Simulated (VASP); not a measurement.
Set up this calculation in VASP 6.6.1, as the native input.

* Task: single point
* Functional: PBE
* Potentials or basis: VASP PAW PBE potentials, release 64 (Li_sv, Sr_sv, Sn_d, S)
* Cutoff: 520 eV
* k mesh: 6 × 6 × 6
* Occupations: fermi-dirac, width 0.02 eV
* Spin: no spin polarisation
* Dipole correction: no
* Further INCAR settings: ALGO = Normal; EDIFF = 1e-06; NBANDS = 37

The structure of SrLi2SnS4 lies in POSCAR:

```
SrLi2SnS4
1.0
   -3.3295000000      3.3295000000      3.9590000000
    3.3295000000     -3.3295000000      3.9590000000
    3.3295000000      3.3295000000     -3.9590000000
Li Sr Sn S
2 1 1 4
Direct
    0.2500000000      0.7500000000      0.5000000000
    0.7500000000      0.2500000000      0.5000000000
    0.5000000000      0.5000000000      0.0000000000
    0.0000000000      0.0000000000      0.0000000000
    0.0348985534      0.0348985534      0.4187765165
    0.9651014466      0.3838779632      0.0000000000
    0.6161220368      0.6161220368      0.5812234835
    0.3838779632      0.9651014466      0.0000000000
```

One way to write it, as run:

INCAR

```
SYSTEM = SrLi2SnS4
PREC = Accurate
ENCUT = 520
EDIFF = 1E-6
ISMEAR = -1
SIGMA = 0.02
LREAL = .FALSE.
LASPH = .TRUE.
NELM = 80
ALGO = Normal
ISIF = 2
LWAVE = .FALSE.
LCHARG = .TRUE.
GGA = PE
LELF = .TRUE.
LVHAR = .TRUE.
NBANDS = 37
```

KPOINTS

```
Automatic mesh
0
G
  6 6 6
  0 0 0
```

Potentials or basis: VASP PAW PBE potentials, release 64 (Li_sv, Sr_sv, Sn_d, S).

Run with:

```console
$ cat potpaw_PBE.64/Li_sv/POTCAR potpaw_PBE.64/Sr_sv/POTCAR potpaw_PBE.64/Sn_d/POTCAR potpaw_PBE.64/S/POTCAR > POTCAR
$ mpirun -np 1 vasp_std > vasp.out
```

It gave:

```json
{"Largest force": "0.023 eV/Å", "Band gap on the k mesh": "2.47 eV"}
```

Caveat: spin-orbit coupling is left out, which moves the levels of the heavy elements.

Run time: 4.3 min on 1 thread of Intel(R) Xeon(R) 6975P-C (Granite Rapids), with other jobs on the host, peak memory 0.43 GiB.
